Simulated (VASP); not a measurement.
Input of a VASP 6.6.1 run:

INCAR

```
SYSTEM = C
  ALGO = Normal
  EDIFF = 1E-6
  ENCUT = 600
  GGA = PE
  GGA_COMPAT = .False.
  ISIF = 2
  ISMEAR = 0
  IVDW = 12
  LASPH = .True.
  LCHARG = .False.
  LREAL = .False.
  LWAVE = .False.
  NBANDS = 11
  NELM = 120
  PREC = Accurate
  SIGMA = 0.02
```

The input KPOINTS:

```
k-points
0
Gamma
  12 12 12
  0 0 0
```

POSCAR

```
C
1.0
    0.0000000000      1.7784858939      1.7784858939
    1.7784858939      0.0000000000      1.7784858939
    1.7784858939      1.7784858939      0.0000000000
C
2
Direct
    0.0000000000      0.0000000000      0.0000000000
    0.2500000000      0.2500000000      0.2500000000
```

Potentials or basis: VASP PAW PBE potentials, release 64 (C).

Launch:

```bash
$ cat potpaw_PBE.64/C/POTCAR > POTCAR
$ mpirun -np 1 vasp_std > vasp.out
```

Q: What does it give for the dispersion energy per atom?

A: -0.193 eV.

Q: What does it give for the band gap on the k mesh?

A: 4.17 eV (least direct gap 5.61 eV).

A k mesh can miss the band edges.
